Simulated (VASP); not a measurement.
Wanted: the native input for a VASP 6.6.1 run.

* Task: relaxation of cell and atoms
* Functional: PBE
* Potentials or basis: VASP PAW PBE potentials, release 64 (B, As)
* Cutoff: 600 eV
* k mesh: 4 × 4 × 4
* Occupations: gaussian, width 0.1 eV
* Spin: no spin polarisation
* Dipole correction: no
* Further INCAR settings: ALGO = Normal; EDIFF = 1e-06; IBRION = 2; EDIFFG = -0.04; NSW = 90; ISIF = 3

The structure of BAs2 lies in POSCAR:

```
BAs2
1.0
   -3.0541129600      3.0541129600      2.8471976600
    3.0541129600     -3.0541129600      2.8471976600
    3.0541129600      3.0541129600     -2.8471976600
B As
2 4
Direct
    0.7776095400      0.7776095400      0.0000000000
    0.2223904600      0.2223904600      0.0000000000
    0.0000000000      0.7445779100      0.7445779100
    0.0000000000      0.2554220900      0.2554220900
    0.7445779100      0.0000000000      0.7445779100
    0.2554220900      0.0000000000      0.2554220900
```

The input as run:

INCAR

```
PREC     = Accurate       # precision mode
ENCUT    = 600            # plane-wave cutoff, eV
EDIFF    = 1E-6           # SCF threshold, eV
ISMEAR   = 0              # smearing method
SIGMA    = 0.1            # smearing width, eV
LREAL    = F              # projectors in reciprocal space
LASPH    = T              # aspherical terms in the spheres
NELM     = 100            # most SCF steps
ALGO     = Normal         # electronic algorithm
ISIF     = 3              # what is computed and relaxed
LWAVE    = F              # write WAVECAR
LCHARG   = F              # write CHGCAR
GGA      = PE             # functional
IBRION   = 2              # ionic algorithm
NSW      = 90             # ionic steps
EDIFFG   = -0.04          # ionic threshold
```

KPOINTS

```
regular mesh
0
Gamma
  4 4 4
```

Potentials or basis: VASP PAW PBE potentials, release 64 (B, As).

The run is started by

```bash
$ cat potpaw_PBE.64/B/POTCAR potpaw_PBE.64/As/POTCAR > POTCAR
$ mpirun -np 1 vasp_std > vasp.out
```

Results of the run:

* Relaxed volume: 18.80 Å³/atom
* Relaxed cell: a = 5.570 Å, b = 5.570 Å, c = 5.570 Å, α = 98.40°, β = 98.40°, γ = 135.07°
* Space group after relaxing (to 0.05 Å): I4/mmm (No. 139)
* Energy gained by relaxing: 1241.3 meV/atom
* Ionic steps: 33
* Pressure after relaxing: 0.2 GPa
* Largest force after relaxing: 0.024 eV/Å
* Band gap on the k mesh: zero (band 13 reaches 4.54 eV, above the bottom of band 14 at 4.39 eV)

Caveat: the k points lie up to 0.43 Å⁻¹ apart in the final cell.

It took 10 min on 1 thread of Intel(R) Xeon(R) 6975P-C (Granite Rapids), on a shared host, peak memory 0.28 GiB.
